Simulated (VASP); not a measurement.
A run of VASP 6.6.1 is set up as follows.

The input POSCAR:

```
Sb
1.0
    3.3475283468      0.0000000000      0.0000000000
   -1.6737641734      2.8990445882      0.0000000000
    0.0000000000      0.0000000000      5.5284470102
Sb
2
Direct
    0.3333333333      0.6666666667      0.2500000000
    0.6666666667      0.3333333333      0.7500000000
```

The input INCAR.step1:

```
SYSTEM = Sb
  PREC = Accurate
  ENCUT = 600
  ISMEAR = 0
  SIGMA = 0.1
  LREAL = .False.
  LASPH = .True.
  NELM = 100
  GGA = PE
  ALGO = Normal
  EDIFF = 1E-4
  LWAVE = .True.
  LCHARG = .False.
```

Contents of INCAR.step2:

```
SYSTEM = Sb
  PREC = Accurate
  ENCUT = 600
  EDIFF = 1E-7
  ISMEAR = 0
  SIGMA = 0.1
  LREAL = .False.
  LASPH = .True.
  NELM = 100
  ALGO = Normal
  ISIF = 3
  LWAVE = .False.
  LCHARG = .False.
  METAGGA = R2SCAN
  LMIXTAU = .True.
  IBRION = 2
  NSW = 70
  EDIFFG = -0.008
  PSTRESS = 10.0
  ISTART = 1
```

File KPOINTS:

```
regular mesh
0
Gamma
  12 12 8
  0 0 0
```

Potentials or basis: VASP PAW PBE potentials, release 64 (Sb).

Launch:

```console
$ cat potpaw_PBE.64/Sb/POTCAR > POTCAR
$ cp INCAR.step1 INCAR
$ mpirun -np 1 vasp_std > vasp.out
$ cp INCAR.step2 INCAR
$ mpirun -np 1 vasp_std > vasp.out
```

(1) Predict the relaxed volume.

(2) Estimate the space group after relaxing (to 0.05 Å).

(3) Predict the band gap on the k mesh.

(4) Estimate the relaxed cell.

## Answers

(1) 26.65 Å³/atom.

(2) P6_3/mmc (No. 194).

(3) zero (band 5 reaches 13.39 eV, above the bottom of band 6 at 5.14 eV).

(4) a = 3.341 Å, b = 3.341 Å, c = 5.512 Å, α = 90.00°, β = 90.00°, γ = 120.00°.

Caveat: the cell is relaxed towards a set pressure, so the enthalpy falls and the energy may rise; the PAW data sets were made with another functional, which shifts forces and pressure a little; spin-orbit coupling is left out, which moves the levels of the heavy elements.
